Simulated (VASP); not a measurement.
Li2Br3, 5 atoms in the cell. The structure is trigonal, space group P-3m1 (No. 164). The conventional cell has a = 4.347 Å, b = 4.347 Å, c = 6.763 Å, α = 90.00°, β = 90.00°, γ = 120.00°. Li (site symmetry 3m) has 7 Br at 2.62 to 3.01 Å within 3.5 Å. Within 4.0 Å of Br (site symmetry -3m) lie 6 Li at 3.01 Å and 6 Br at 3.47 Å. Within 3.5 Å of Br (site symmetry 3m) lie 4 Li at 2.62 to 2.71 Å and 6 Br at 3.19 to 3.47 Å. 

```yaml
Program: VASP 6.6.1
Task: relaxation of cell and atoms
Functional: PBE
Potentials_or_basis: VASP PAW PBE potentials, release 64 (Li_sv, Br)
Cutoff: 600 eV
k_mesh: 6 × 6 × 4
Occupations: gaussian, width 0.1 eV
Spin: no spin polarisation
Dipole_correction: no
Further_INCAR_settings: ALGO = Normal; EDIFF = 1e-06; IBRION = 2; EDIFFG = -0.04; NSW = 90; ISIF = 3
```

Potentials or basis: VASP PAW PBE potentials, release 64 (Li_sv, Br).

The run is started by

```bash
$ cat potpaw_PBE.64/Li_sv/POTCAR potpaw_PBE.64/Br/POTCAR > POTCAR
$ mpirun -np 1 vasp_std > vasp.out
```

Hardware: 1 thread of Intel(R) Xeon(R) Platinum 8259CL CPU @ 2.50GHz (Skylake/Cascade Lake) (shared host).

Task: How long does it take, and how much memory?

Result: Wall time 11 min on 1 thread of Intel(R) Xeon(R) Platinum 8259CL CPU @ 2.50GHz (Skylake/Cascade Lake), on a shared host, peak memory 0.28 GiB. Counts: scf iterations 177, k points 24, ion steps 22.
